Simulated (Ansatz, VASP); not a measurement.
Two plane-wave programs on Mg2BeS3

File INCAR:

```
PREC = Accurate
ENCUT = 600
EDIFF = 1E-7
ISMEAR = 0
SIGMA = 0.01
LREAL = F
LASPH = T
NELM = 120
ALGO = Normal
ISIF = 3
LWAVE = F
LCHARG = F
GGA = PE
IBRION = 2
NSW = 80
EDIFFG = -0.001
GGA_COMPAT = F
NELMIN = 4
```

KPOINTS

```
regular mesh
0
Gamma
  4 4 4
```

Contents of POSCAR:

```
Mg2BeS3
1.0
    5.7984597599     -3.3455105439      0.0000000000
    5.7984597599      3.3455105439      0.0000000000
    0.0000000000      0.0000000000      6.1337006430
Mg Be S
4 2 6
Direct
    0.4888516806      0.8340839998      0.9983579375
    0.5111483194      0.1659160002      0.4983579375
    0.1659160002      0.5111483194      0.9983579375
    0.8340839998      0.4888516806      0.4983579375
    0.1559791056      0.8440208944      0.4954658061
    0.8440208944      0.1559791056      0.9954658061
    0.1661090979      0.5340104355      0.5968206720
    0.4659895645      0.8338909021      0.5968206720
    0.8690968861      0.1309031139      0.6461769750
    0.8338909021      0.4659895645      0.0968206720
    0.5340104355      0.1661090979      0.0968206720
    0.1309031139      0.8690968861      0.1461769750
```

Input for Ansatz:

```yaml
crystal:
  lattice:
    - [5.7984597599, -3.3455105439, 0.0]
    - [5.7984597599, 3.3455105439, 0.0]
    - [0.0, 0.0, 6.133700643]
  atoms:
    - { symbol: Mg, position: [0.4888516806, 0.8340839998, 0.9983579375] }
    - { symbol: Mg, position: [0.5111483194, 0.1659160002, 0.4983579375] }
    - { symbol: Mg, position: [0.1659160002, 0.5111483194, 0.9983579375] }
    - { symbol: Mg, position: [0.8340839998, 0.4888516806, 0.4983579375] }
    - { symbol: Be, position: [0.1559791056, 0.8440208944, 0.4954658061] }
    - { symbol: Be, position: [0.8440208944, 0.1559791056, 0.9954658061] }
    - { symbol: S, position: [0.1661090979, 0.5340104355, 0.596820672] }
    - { symbol: S, position: [0.4659895645, 0.8338909021, 0.596820672] }
    - { symbol: S, position: [0.8690968861, 0.1309031139, 0.646176975] }
    - { symbol: S, position: [0.8338909021, 0.4659895645, 0.096820672] }
    - { symbol: S, position: [0.5340104355, 0.1661090979, 0.096820672] }
    - { symbol: S, position: [0.1309031139, 0.8690968861, 0.146176975] }
basis:
  ecutwfc: 420
kpoints:
  mp_grid: { grid: [4, 4, 4] }
hamiltonian:
  xc: pbe
scf:
  occupations: { method: fixed }
output:
  forces: true
  stress: true
  eigenvalues: true
relax:
  adjacent_minimum: "off"
  f_tol: 0.001
  max_steps: 60
  cell: { stress_tol: 0.01 }
```

Alike in both runs: task relaxation of cell and atoms; functional PBE; k mesh 4 × 4 × 4; no spin polarisation.

|  | VASP | Ansatz |
| --- | --- | --- |
| version | VASP 6.6.1 | Ansatz 0.2.0 |
| potentials or method | VASP PAW PBE potentials, release 64 (Mg, Be, S), cutoff 600 eV | scalar-relativistic, plane waves, PAW |
| occupations | gaussian, width 0.01 eV | fixed |
| valence electrons in the cell | 48 | 80 |

```csv
,VASP,Ansatz,Ansatz less VASP
"gap on the k mesh at the Fermi level, each at its own relaxed structure (eV)",3.75,3.74,-0.004
relaxed volume (Å³/atom),19.80,19.83,+0.028
relaxed cell length with the largest relative difference (Å),6.690,6.694,+0.0041
```

VASP's potentials hold 48 valence electrons a cell and Ansatz's 80, so a difference there can come from the potentials and not from the codes.
